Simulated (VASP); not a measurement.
The system is H3Pt.

```xyz
4
Lattice="3.1965 0.0000 0.0000 0.0000 3.1965 0.0000 0.0000 0.0000 3.1965" Properties=species:S:1:pos:R:3 pbc="T T T"
H     0.0000    1.5983    1.5983
H     1.5983    0.0000    1.5983
H     1.5983    1.5983    0.0000
Pt    0.0000    0.0000    0.0000
```

| Item | Value |
| --- | --- |
| Program | VASP 6.6.1 |
| Task | relaxation of cell and atoms |
| Functional | PBE |
| Potentials or basis | VASP PAW PBE potentials, release 64 (H, Pt) |
| Cutoff | 600 eV |
| k mesh | 6 × 6 × 6 |
| Occupations | gaussian, width 0.1 eV |
| Spin | no spin polarisation |

At the start: pressure -25.7 GPa; volume 8.17 Å³/atom.

Task: Where does the relaxation end?

Result: Over 3 steps the energy falls by 167.2 meV/atom and the volume is 6.49 Å³/atom (-20.5 %); space group Pm-3m (No. 221, to 0.05 Å).

Step by step:
```csv
step,energy change (eV),largest force (eV/Å),pressure (GPa),volume (Å³)
1,0.0000,0.0000,-25.68,32.66
2,-0.6504,0.0000,-6.15,26.86
3,-0.6689,0.0000,-0.43,25.98
```

Final structure:
```
H Pt
1.0
     2.96169    0.00000    0.00000
     0.00000    2.96169    0.00000
     0.00000    0.00000    2.96169
H Pt
3 1
Direct
  0.00000 0.50000 0.50000
  0.50000 0.00000 0.50000
  0.50000 0.50000 0.00000
  0.00000 0.00000 0.00000
```

Caveat: the volume moved by over 15 % at a fixed basis, so the end points are rough.
